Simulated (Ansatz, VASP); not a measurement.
## One calculation of ZrIn, two programs

The input INCAR:

```
PREC = Accurate
ENCUT = 520
EDIFF = 1E-8
ISMEAR = -1
SIGMA = 0.05
LREAL = False
LASPH = True
NELM = 60
ALGO = Normal
ISIF = 2
LWAVE = False
LCHARG = False
LEFG = True
NBANDS = 20
```

Contents of KPOINTS:

```
Automatic mesh
0
Gamma
  12 12 8
```

The input POSCAR:

```
ZrIn
1.0
    2.4095787582      0.0000000000      0.0000000000
    0.0000000000      2.4095787582      0.0000000000
    0.0000000000      0.0000000000      3.7834381133
Zr In
1 1
Direct
    0.0000000000      0.0000000000      0.0000000000
    0.5000000000      0.5000000000      0.5000000000
```

Input for Ansatz:

```yaml
crystal:
  lattice:
    - [2.4095787582, 0.0, 0.0]
    - [0.0, 2.4095787582, 0.0]
    - [0.0, 0.0, 3.7834381133]
  atoms:
    - { symbol: Zr, position: [0.0, 0.0, 0.0] }
    - { symbol: In, position: [0.5, 0.5, 0.5] }
kpoints:
  mp_grid: { grid: [12, 12, 8] }
scf:
  occupations: { method: fermi_dirac, width: 0.05 }
hamiltonian:
  xc: lda
  pseudopotentials: { kind: all_electron, datasets: crystal }
output:
  forces: true
  stress: true
  eigenvalues: true
  efg: { contact_densities: true }
```

Change from the starting cell: volume scaled by 0.5, crystal datasets.

Alike in both runs: task electric field gradients; functional LDA; k mesh 12 × 12 × 8; occupations fermi-dirac, width 0.05 eV; no spin polarisation.

|  | VASP | Ansatz |
| --- | --- | --- |
| version | VASP 6.6.1 | Ansatz 0.2.0 |
| potentials or method | VASP PAW LDA potentials, release 64 (Zr_sv, In_d), cutoff 520 eV | all-electron PAW with datasets made for the crystal, scalar-relativistic |

```tsv
	VASP	Ansatz	Ansatz less VASP
pressure (GPa)	271.1	268.1	-2.94
traceless stress, the component that is largest in VASP (GPa)	0.14	0.40	+0.258
size of Vzz on the site where it differs most (V/Å²)	217.0	238.2	+21.18
```

LDA's correlation is that of Perdew and Zunger in VASP and of Perdew and Wang (1992) in Ansatz. Both programs put the cell under a high pressure, so it lies far from rest at this level. Ansatz ran all-electron here, and VASP with PAW potentials.

Noted on VASP's run: the cell as given lies far from equilibrium.
